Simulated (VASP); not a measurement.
A run of VASP 6.6.1:

The input INCAR:

```
PREC = Accurate ; ENCUT = 520
EDIFF = 1E-7 ; ISMEAR = -1
SIGMA = 0.02 ; LREAL = F
LASPH = T ; NELM = 80
ALGO = Normal ; ISIF = 2
LWAVE = F ; LCHARG = F
GGA = PE ; NBANDS = 17
```

Contents of KPOINTS:

```
Automatic mesh
0
Gamma
  8 8 8
```

The input POSCAR:

```
PbS
1.0
    0.0000000000      2.8378710381      2.8378710381
    2.8378710381      0.0000000000      2.8378710381
    2.8378710381      2.8378710381      0.0000000000
Pb S
1 1
Direct
    0.0000000000      0.0000000000      0.0000000000
    0.5000000000      0.5000000000      0.5000000000
```

Potentials or basis: VASP PAW PBE potentials, release 64 (Pb_d, S).

Run with:

```console
$ cat potpaw_PBE.64/Pb_d/POTCAR potpaw_PBE.64/S/POTCAR > POTCAR
$ mpirun -np 1 vasp_std > vasp.out
```

Hardware: 1 thread of Intel(R) Xeon(R) Platinum 8259CL CPU @ 2.50GHz (Skylake/Cascade Lake) (shared host).

Question: How long does it take, and how much memory?

Answer: Wall time 23 s on 1 thread of Intel(R) Xeon(R) Platinum 8259CL CPU @ 2.50GHz (Skylake/Cascade Lake) (shared host), peak memory 0.17 GiB. Counts: scf iterations 14, k points 29.
